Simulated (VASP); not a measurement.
InP:

```xyz
2
Lattice="0.0000 2.7503 2.7503 2.7503 0.0000 2.7503 2.7503 2.7503 0.0000" Properties=species:S:1:pos:R:3 pbc="T T T"
In    0.0000    0.0000    0.0000
P     2.7503    2.7503    2.7503
```

Base run:

| Quantity | Value |
| --- | --- |
| Program | VASP 6.6.1 |
| Functional | PBE |
| Potentials or basis | VASP PAW PBE potentials, release 64 (In_d, P) |
| Cutoff | 500 eV |
| k mesh | 8 × 8 × 8 |
| Occupations | fermi-dirac, width 0.05 eV |
| Spin | no spin polarisation |

Its results: band gap on the k mesh zero (band 9 reaches 7.60 eV, above the bottom of band 10 at 4.90 eV); pressure 1.5 GPa.

Q: After a change of settings the same cell gave: band gap on the k mesh zero (band 9 reaches 7.50 eV, above the bottom of band 10 at 4.77 eV); pressure -1.9 GPa. Which change was it?
A. functional from PBE to LDA; potentials or basis from VASP PAW PBE potentials, release 64 (In_d, P) to VASP PAW LDA potentials, release 64 (In_d, P); cutoff from 500 eV to 520 eV
B. functional from PBE to PBEsol; cutoff from 500 eV to 520 eV
C. cutoff from 500 eV to 520 eV; further incar settings from ALGO = Normal; EDIFF = 1e-06; NBANDS = 16 to ALGO = Normal; EDIFF = 1e-07; NBANDS = 16

A: B.

PBEsol binds more tightly than PBE, so the same cell stands under less pressure.

Caveats: spin-orbit coupling is left out, which moves the levels of the heavy elements; the PAW data sets were made with another functional, which shifts forces and pressure a little (some runs).
